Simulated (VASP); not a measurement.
Crystal: CdTe.

```
Te Cd
1.0
     0.00000    3.20500    3.20500
     3.20500    0.00000    3.20500
     3.20500    3.20500    0.00000
Te Cd
1 1
Direct
  0.75000 0.75000 0.75000
  0.00000 0.00000 0.00000
```

- Program: VASP 6.6.1
- Task: relaxation of cell and atoms
- Functional: PBE
- Dispersion: D3(BJ)
- Potentials or basis: VASP PAW PBE potentials, release 64 (Te, Cd)
- Cutoff: 600 eV
- k mesh: 7 × 7 × 7
- Occupations: fermi-dirac, width 0.05 eV
- Spin: no spin polarisation

At the start: pressure 2.3 GPa; volume 32.92 Å³/atom.

**Question.** How do energy, volume and symmetry change on relaxing?

**Answer.** Over 3 steps the energy falls by 12.2 meV/atom and the volume is 34.67 Å³/atom (+5.3 %); space group F-43m (No. 216, to 0.05 Å).

Step by step:
```csv
step,energy change (eV),largest force (eV/Å),pressure (GPa),volume (Å³)
1,0.0000,0.0000,2.35,65.84
2,-0.0219,0.0000,-0.65,70.55
3,-0.0244,0.0000,0.01,69.35
```

Final structure:
```xyz
2
Lattice="0.0000 3.2608 3.2608 3.2608 0.0000 3.2608 3.2608 3.2608 0.0000" Properties=species:S:1:pos:R:3 pbc="T T T"
Te    4.8913    4.8913    4.8913
Cd    0.0000    0.0000    0.0000
```
